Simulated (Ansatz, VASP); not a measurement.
Two plane-wave programs on CuB2

The input INCAR:

```
PREC = Accurate ; ENCUT = 520
EDIFF = 1E-6 ; ISMEAR = 0
SIGMA = 0.1 ; LREAL = F
LASPH = T ; NELM = 80
ALGO = Normal ; ISIF = 2
LWAVE = F ; LCHARG = F
GGA = PE ; NBANDS = 16
```

The input KPOINTS:

```
Automatic mesh
0
Gamma
  8 8 4
```

File POSCAR:

```
CuB2
1.0
    2.3404999000      0.0000000000      0.0000000000
    0.0000000000      2.3404999000      0.0000000000
    0.0000000000      0.0000000000      4.8290387900
Cu B
1 2
Direct
    0.0000000000      0.0000000000      0.0000000000
    0.5000000000      0.5000000000      0.2949999900
    0.5000000000      0.5000000000      0.7050000100
```

Input for Ansatz:

```yaml
crystal:
  lattice:
    - [2.3404999, 0.0, 0.0]
    - [0.0, 2.3404999, 0.0]
    - [0.0, 0.0, 4.82903879]
  atoms:
    - { symbol: Cu, position: [0.0, 0.0, 0.0] }
    - { symbol: B, position: [0.5, 0.5, 0.29499999] }
    - { symbol: B, position: [0.5, 0.5, 0.70500001] }
basis:
  ecutwfc: 420
kpoints:
  mp_grid: { grid: [8, 8, 4] }
hamiltonian:
  xc: pbe
scf:
  occupations: { method: gaussian, width: 0.1 }
  lower_state_search: "off"
output:
  forces: true
  stress: true
  eigenvalues: true
```

Change from the starting cell: species swapped into the Ga2Cu type (P4/mmm, No. 123).

Alike in both runs: task single point; functional PBE; k mesh 8 × 8 × 4; occupations gaussian, width 0.1 eV; no spin polarisation.

```csv
,VASP,Ansatz
version,VASP 6.6.1,Ansatz 0.2.0
potentials or method,"VASP PAW PBE potentials, release 64 (Cu, B), cutoff 520 eV","scalar-relativistic, plane waves, PAW"
valence electrons in the cell,17,25
```

Ansatz gave:

| Item | Value |
| --- | --- |
| gap on the k mesh at the Fermi level (eV) | none |
| pressure (GPa) | -4.4 |
| traceless stress, the component that is largest in VASP (GPa) | -22.14 |
| rms of the force components (eV/Å) | 1.198 |

Q: What did VASP give for the same quantities?

A: gap on the k mesh at the Fermi level (eV): none; pressure (GPa): -4.3; traceless stress, the component that is largest in VASP (GPa): -21.59; rms of the force components (eV/Å): 1.212.

Atom by atom the forces differ by 0.014 eV/Å (rms over components). A gap of «none» marks a metal or a gap that the smearing closes. VASP's potentials hold 17 valence electrons a cell and Ansatz's 25, so a difference there can come from the potentials and not from the codes.
